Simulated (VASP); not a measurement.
Set up this calculation in VASP 6.6.1, as the native input.

- Task: single point
- Functional: r2SCAN
- Potentials or basis: VASP PAW PBE potentials, release 64 (Ta_pv)
- Cutoff: 520 eV
- k mesh: 1 × 1 × 10
- Occupations: methfessel-paxton, width 0.05 eV
- Spin: no spin polarisation
- Dipole correction: no
- Further INCAR settings: ALGO = Normal; EDIFF = 1e-07; NBANDS = 30

Ta, a wire with vacuum:

```
Ta
1.0
    22.70911    0.00000    0.00000
     0.00000   22.70911    0.00000
     0.00000    0.00000    2.37728
Ta
4
Direct
  0.31863 0.81863 0.00000
  0.68137 0.18137 0.00000
  0.18137 0.31863 0.00000
  0.81863 0.68137 0.00000
```

One way to write it, as run:

POSCAR

```
Ta
1.0
   22.7091100000      0.0000000000      0.0000000000
    0.0000000000     22.7091100000      0.0000000000
    0.0000000000      0.0000000000      2.3772800000
Ta
4
Direct
    0.3186300000      0.8186300000      0.0000000000
    0.6813700000      0.1813700000      0.0000000000
    0.1813700000      0.3186300000      0.0000000000
    0.8186300000      0.6813700000      0.0000000000
```

INCAR.step1

```
SYSTEM = Ta
  PREC = Accurate
  ENCUT = 520
  ISMEAR = 1
  SIGMA = 0.05
  LREAL = .False.
  LASPH = .True.
  NELM = 80
  NBANDS = 30
  GGA = PE
  ALGO = Normal
  EDIFF = 1E-4
  LWAVE = .True.
  LCHARG = .False.
```

INCAR.step2

```
SYSTEM = Ta
  PREC = Accurate
  ENCUT = 520
  EDIFF = 1E-7
  ISMEAR = 1
  SIGMA = 0.05
  LREAL = .False.
  LASPH = .True.
  NELM = 80
  ALGO = Normal
  ISIF = 2
  LWAVE = .False.
  LCHARG = .True.
  METAGGA = R2SCAN
  LMIXTAU = .True.
  LELF = .True.
  LVHAR = .True.
  NBANDS = 30
  ISTART = 1
```

KPOINTS

```
Automatic mesh
0
Gamma
  1 1 10
  0 0 0
```

Potentials or basis: VASP PAW PBE potentials, release 64 (Ta_pv).

Command:

```bash
$ cat potpaw_PBE.64/Ta_pv/POTCAR > POTCAR
$ cp INCAR.step1 INCAR
$ mpirun -np 1 vasp_std > vasp.out
$ cp INCAR.step2 INCAR
$ mpirun -np 1 vasp_std > vasp.out
```

It gave:

```yaml
Band_gap_on_the_k_mesh: zero (bands 22 and 23 overlap by 2.67 eV)
```

Caveat: spin-orbit coupling is left out, which moves the levels of the heavy elements.

It took 33 min on 1 thread of Intel(R) Xeon(R) 6975P-C (Granite Rapids) (shared host), peak memory 1.3 GiB.
